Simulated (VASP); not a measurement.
## Al: single point with PBEsol+D3(BJ)

The system is Al.

```
CELL_PARAMETERS angstrom
2.80078 0.00000 0.00000
-1.40039 2.42555 0.00000
0.00000 0.00000 9.19202
ATOMIC_POSITIONS crystal
Al 0.00000 0.00000 0.00000
Al 0.33333 0.66667 0.25000
Al 0.00000 0.00000 0.50000
Al 0.66667 0.33333 0.75000
```

This isn't the form of Al at room conditions, which is fcc.

```
Program                : VASP 6.6.1
Task                   : single point
Functional             : PBEsol
Dispersion             : D3(BJ)
Potentials or basis    : VASP PAW PBE potentials, release 64 (Al)
Cutoff                 : 520 eV
k mesh                 : 18 × 18 × 6
Occupations            : gaussian, width 0.15 eV
Spin                   : no spin polarisation
Dipole correction      : no
Further INCAR settings : ALGO = Fast; EDIFF = 1e-06; NBANDS = 14
```

| Property | Result |
| --- | --- |
| Pressure | 0.1 GPa |
| Band gap on the k mesh | zero (bands 6 and 7 overlap by 5.55 eV) |
| Dispersion energy per atom | -0.336 eV |

Levels at points of the mesh, in eV from the Fermi level:
```
           k point  band 4  band 5  band 6  band 7  band 8  band 9
(0.00, 0.00, 0.00)   -4.83   -4.50    3.46    3.48   11.18   11.18
(0.50, 0.00, 0.00)   -4.01   -3.36   -3.30    0.82    1.24    1.39
(0.00, 0.00, 0.50)   -7.62   -0.95   -0.95    8.45    8.45   11.51
(0.50, 0.00, 0.50)   -4.92   -1.90   -1.90   -1.22   -1.22    4.71
```

It took 79 s on 1 thread of AMD EPYC 9R45 96-Core Processor (Zen 5), on a shared host, peak memory 0.22 GiB.

Caveat: the PAW data sets were made with another functional, which shifts forces and pressure a little.
